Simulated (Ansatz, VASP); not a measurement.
# Two plane-wave programs on Li2ZrN3

```
Li Zr N
1.0
     4.10358    0.00000    0.00000
     0.00000    4.10358    0.00000
     0.00000    0.00000    4.18348
Li Zr N
2 1 3
Direct
  0.00000 0.50000 0.50000
  0.50000 0.00000 0.50000
  0.00000 0.00000 0.00000
  0.50000 0.50000 0.35531
  0.50000 0.50000 0.64469
  0.00000 0.00000 0.50000
```

Alike in both runs: functional PBE; k mesh 4 × 4 × 4; occupations gaussian, width 0.1 eV; no spin polarisation.

Ansatz relaxed the structure, and its values are those at the end. VASP's run is a single point on that final structure, the one shown.

|  | VASP | Ansatz |
| --- | --- | --- |
| version | VASP 6.6.1 | Ansatz 0.2.0 |
| potentials or method | VASP PAW PBE potentials, release 64 (Li_sv, Zr_sv, N), cutoff 520 eV | scalar-relativistic, plane waves, PAW |
| valence electrons in the cell | 33 | 33 |

|  | VASP | Ansatz | Ansatz less VASP |
| --- | --- | --- | --- |
| gap on the k mesh at the Fermi level (eV) | none | none | - |
| rms of the force components (eV/Å) | 0.131 | 0.001 | -0.1304 |

A gap of «none» marks a metal or a gap that the smearing closes.

The k mesh is coarse, so the values compare programs but aren't converged. Noted on VASP's run: the cutoff is under 1.25 times that of the potentials, so the pressure is a little rough; the standard files for N, O and F lose accuracy on very short bonds.
